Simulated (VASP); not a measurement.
# Al16ClO24 (a cell with a defect) in VASP: further runs, part 2 of 2

VASP 6.6.1. The steps go on from the part before.

## Step 3: Single point, PBE

The input, INCAR:

```
PREC = Accurate ; ENCUT = 520
EDIFF = 1E-6 ; ISMEAR = -1
SIGMA = 0.01 ; LREAL = Auto
LASPH = T ; NELM = 120
ALGO = Normal ; ISIF = 2
LWAVE = F ; LCHARG = F
GGA = PE ; NBANDS = 126
NELECT = 200.0 ; GGA_COMPAT = F
ISYM = -1
```

The input, KPOINTS:

```
explicit points
1
Reciprocal
  0.25000000   0.25000000   0.25000000 1
```

The input, POSCAR:

```
Al16ClO24
1.0
    2.4039417600      1.3879164200      4.3742070900
   -4.8078835200      2.7758328500      8.7484141900
    0.0000000000     -5.5516656900      8.7484141900
Al O Cl
16 24 1
Direct
    0.6153712527      0.3313459333      0.3241529467
    0.8344775169      0.4237229005      0.4245579842
    0.1294038299      0.0598889864      0.0688995947
    0.3002172922      0.1540324101      0.1902922100
    0.6587877753      0.3111711084      0.8224380952
    0.8622729787      0.4532116914      0.9161496766
    0.1356710931      0.0763426162      0.5661834943
    0.3441486026      0.1758732702      0.6748776866
    0.6465748186      0.8128612499      0.3282992653
    0.8418279010      0.9203016728      0.4316901477
    0.1635960545      0.6059500766      0.0599527776
    0.3840450128      0.6871328788      0.1767681001
    0.6651535885      0.8375339110      0.8206295164
    0.8447240455      0.9569307138      0.9379770639
    0.1444875944      0.5752289444      0.5783192440
    0.3540051432      0.6851207466      0.6733006695
    0.4291503757      0.0190305171      0.3780732675
    0.9115079362      0.1186578231      0.2852259490
   -0.0166916129      0.3636053842      0.2484114288
    0.8244598451      0.1114726363     -0.0010062273
    0.2380294265      0.2840033193      0.4634082519
    0.5788250829      0.5179906664      0.1101760046
    0.4631412116      0.0364342228      0.8670094479
    0.9577936279      0.1355399100      0.7438665922
    0.0369795684      0.3760789381      0.7318976047
    0.7215027017      0.2225830701      0.5356348906
    0.2359891248      0.2772411408      0.9725701346
    0.5514823259      0.4693904051      0.6300357184
    0.4169606688      0.5335687009      0.3849228693
    0.9372519154      0.6195597307      0.2772527494
    0.0377691317      0.8653886426      0.2341010235
    0.7679427271      0.7404456818      0.0201805681
    0.2479619765      0.7732756284      0.4746197875
    0.4929692206      0.9524584522      0.1490802188
    0.4531627846      0.5714510201      0.8580128648
    0.9620094567      0.6353811805      0.7742517137
    0.0602475948      0.8823983966      0.7088148498
    0.7534430752      0.7190971366      0.5279054312
    0.2482110108      0.8029249873      0.9705917096
    0.5580106940      0.9711968251      0.6237441966
    1.5284789052      0.3169636417      0.1082970576
```

Potentials or basis: VASP PAW PBE potentials, release 64 (Al, O, Cl).

Command:

```bash
$ cat potpaw_PBE.64/Al/POTCAR potpaw_PBE.64/O/POTCAR potpaw_PBE.64/Cl/POTCAR > POTCAR
$ mpirun -np 1 vasp_std > vasp.out
```

OUTCAR:

```text
PREC = Accurate
   ENCUT = 520
   EDIFF = 1E-6
   ISMEAR = -1
   LREAL = Auto
   LASPH = T
   NELM = 120
   ISIF = 2
   GGA = PE
   NELECT = 200.0
   ISYM = -1

 ion  position               nearest neighbor table
   1  0.615  0.331  0.324-  19 1.76  21 1.79  18 1.96  22 1.97  29 2.04  26 2.06  41 2.61   2 2.65
                             4 2.79   8 2.81  12 2.83   2 3.21   6 3.27  10 3.34
   2  0.834  0.424  0.425-  19 1.86  21 1.86  30 1.87  28 1.93  29 1.95  26 1.98   1 2.65   7 2.78
                            15 2.78  11 2.99   9 3.20   1 3.21   5 3.26  12 3.33
   3  0.129  0.060  0.069-  20 1.79  23 1.85  31 1.86  34 1.95  18 2.14  27 2.15   4 2.64  41 2.70
                            14 2.85  10 2.89  12 2.98   6 3.12   8 3.18  14 3.30  13 3.31
   4  0.300  0.154  0.190-  18 1.83  17 1.87  34 1.92  27 1.98  19 2.02  41 2.11  20 2.24   3 2.64
                             9 2.78   1 2.79   5 2.99   7 3.16  14 3.18  10 3.26
   5  0.659  0.311  0.822-  24 1.85  28 1.86  27 1.93  20 1.95  25 1.96  35 2.44  41 2.67   8 2.74
                            14 2.85   6 2.96  16 2.98   4 2.99   6 3.21   2 3.26
   6  0.862  0.453  0.916-  36 1.75  27 1.86  22 1.92  35 2.00  25 2.01  41 2.15  15 2.69  11 2.80
                             5 2.96   3 3.12  13 3.15   5 3.21   1 3.27
[... 242 lines left out ...]
      6     -11.4417      2.00000
[... 104 lines left out ...]
    111      15.9704      0.00000
    112      16.0120      0.00000
 [bands above 112 left out]

------------------------ aborting loop because EDIFF is reached ----------------------------------------

  FORCE on cell =-STRESS in cart. coord.  units (eV):
  Direction    XX          YY          ZZ          XY          YZ          ZX
  --------------------------------------------------------------------------------------
  -------------------------------------------------------------------------------------
  Total       42.5436339     53.3396259     40.2496213      2.4743855      9.1989848     -5.4446915
  in kB      194.6020120    243.9847653    184.1087979     11.3182716     42.0777631    -24.9049701
  external PRESSURE =     207.5651917 kB  Pullay stress =       0.0000000 kB

 VOLUME and BASIS-vectors are now :
 -----------------------------------------------------------------------------
  energy-cutoff  :      520.00
  volume of cell :      350.27
      direct lattice vectors                 reciprocal lattice vectors
     2.403941760  1.387916420  4.374207090     0.207991728  0.120084080  0.076204287
    -4.807883520  2.775832850  8.748414190    -0.103995864  0.060042040  0.038102144
     0.000000000 -5.551665690  8.748414190    -0.000000000 -0.120084080  0.038102144

 POSITION                                       TOTAL-FORCE (eV/Angst)
 -----------------------------------------------------------------------------------
     -0.11376     -0.02574      8.42634        -0.064081      0.049857     -0.041558
     -0.03117     -0.02263     11.07129        -0.036036      0.003361     -0.002104
      0.02314     -0.03666      1.69274         0.012096      0.033868      0.006180
     -0.01887     -0.21219      4.32551        -0.023456      0.028181      0.011912
      0.08761     -2.78780     12.79896        -0.033725     -0.030094      0.106192
     -0.10614     -2.63135     15.75150         0.015962     -0.031513     -0.003949
[... 33 lines left out ...]
     -3.32798      0.00753     16.39406        -0.020457      0.008784      0.012159
     -0.25349      1.01209      6.03203         0.525096     -0.504256      0.559558
 -----------------------------------------------------------------------------------
    total drift:                                0.007795     -0.000180      0.004296

  FREE ENERGIE OF THE ION-ELECTRON SYSTEM (eV)
  ---------------------------------------------------
  free  energy   TOTEN  =      -281.3817640690 eV

  energy  without entropy=     -281.3817640690  energy(sigma->0) =     -281.38176407
```

OSZICAR:

```text
N       E                     dE             d eps       ncg     rms          rms(c)
DAV:   1     0.112398301484E+04    0.11240E+04   -0.10710E+05   252   0.152E+03
DAV:   2    -0.245488569145E+03   -0.13695E+04   -0.13409E+04   306   0.328E+02
DAV:   3    -0.316966990050E+03   -0.71478E+02   -0.71197E+02   304   0.800E+01
DAV:   4    -0.317708626282E+03   -0.74164E+00   -0.73987E+00   304   0.900E+00
DAV:   5    -0.317720141313E+03   -0.11515E-01   -0.11505E-01   296   0.108E+00    0.379E+01
DAV:   6    -0.281240057991E+03    0.36480E+02   -0.15314E+02   280   0.354E+01    0.155E+01
DAV:   7    -0.281397854813E+03   -0.15780E+00   -0.50306E+00   296   0.657E+00    0.104E+01
DAV:   8    -0.281353802564E+03    0.44052E-01   -0.42679E-01   288   0.250E+00    0.373E+00
DAV:   9    -0.281373988467E+03   -0.20186E-01   -0.10789E-01   304   0.131E+00    0.885E-01
DAV:  10    -0.281380943231E+03   -0.69548E-02   -0.26905E-02   296   0.633E-01    0.419E-01
DAV:  11    -0.281381512293E+03   -0.56906E-03   -0.53015E-03   288   0.290E-01    0.156E-01
DAV:  12    -0.281381720531E+03   -0.20824E-03   -0.84740E-04   288   0.114E-01    0.810E-02
DAV:  13    -0.281381755059E+03   -0.34528E-04   -0.16755E-04   296   0.463E-02    0.431E-02
DAV:  14    -0.281381758502E+03   -0.34431E-05   -0.74712E-05   288   0.362E-02    0.205E-02
DAV:  15    -0.281381764123E+03   -0.56207E-05   -0.15320E-05   288   0.152E-02    0.446E-03
DAV:  16    -0.281381764069E+03    0.54126E-07   -0.34582E-06   248   0.731E-03
   1 F= -.28138176E+03 E0= -.28138176E+03  d E =-.393254E-13
```

stdout:

```text
POSCAR found type information on POSCAR AlO Cl
 POSCAR found :  3 types and      41 ions
 scaLAPACK will be used
 LDA part: xc-table for (Slater+PW92), standard interpolation
 POSCAR, INCAR and KPOINTS ok, starting setup
 FFT: planning ... GRIDC
 FFT: planning ... GRID_SOFT
 FFT: planning ... GRID
 WAVECAR not read
 entering main loop
 the old and the new charge density differ
 old charge density:   199.00000 new  200.00000
    0.379E+01
```

It took 2.2 min on 1 thread of Intel Xeon 6975P-C (Granite Rapids), shared host; peak memory 0.52 GiB.

Results:

| Item | Value |
| --- | --- |
| Free energy | -281.3818 eV |
| Largest force | 0.918 eV/Å |

Forces in eV/Å, atoms in the order of the input:
```
Al  -0.064  0.050 -0.042
Al  -0.036  0.003 -0.002
Al   0.012  0.034  0.006
Al  -0.023  0.028  0.012
Al  -0.034 -0.030  0.106
Al   0.016 -0.032 -0.004
Al  -0.003  0.016 -0.014
Al  -0.030  0.021 -0.021
Al  -0.026  0.013 -0.012
Al   0.011 -0.011  0.014
Al   0.073 -0.117 -0.099
Al  -0.037  0.029  0.015
Al  -0.026  0.009  0.025
Al   0.042  0.074 -0.031
Al  -0.041 -0.029 -0.032
Al   0.011 -0.027 -0.118
O   -0.020  0.014 -0.012
O    0.017 -0.015  0.069
O   -0.143  0.185 -0.009
O    0.079  0.101 -0.031
O   -0.034  0.029 -0.031
O   -0.049  0.123  0.103
O   -0.016  0.035  0.027
O   -0.085  0.047 -0.027
O    0.017 -0.016  0.030
O   -0.002  0.095 -0.054
O   -0.002  0.090  0.237
O   -0.052 -0.004  0.004
O   -0.054 -0.002 -0.021
O   -0.028 -0.015  0.010
O   -0.031  0.015 -0.013
O   -0.041  0.032  0.041
O   -0.020  0.011 -0.014
O   -0.015  0.042  0.019
O    0.207 -0.345 -0.469
O   -0.162  0.043 -0.146
O    0.050 -0.024  0.005
O   -0.041 -0.044  0.011
O    0.075  0.065 -0.102
O   -0.020  0.009  0.012
Cl   0.525 -0.504  0.560
```

Levels at points of the mesh, in eV from the Fermi level:
| k point | band 96 | band 97 | band 98 | band 99 | band 100 | band 101 | band 102 | band 103 | band 104 | band 105 |
| --- | --- | --- | --- | --- | --- | --- | --- | --- | --- | --- |
| (0.25, 0.25, 0.25) | -1.62 | -1.58 | -1.31 | -1.08 | -0.30 | 4.57 | 5.31 | 5.89 | 6.62 | 6.78 |

Caveat: the cell carries a net charge on a neutralising background, which shifts energy and pressure; the cell is charged against a uniform background, so pressure and absolute levels hang on convention.
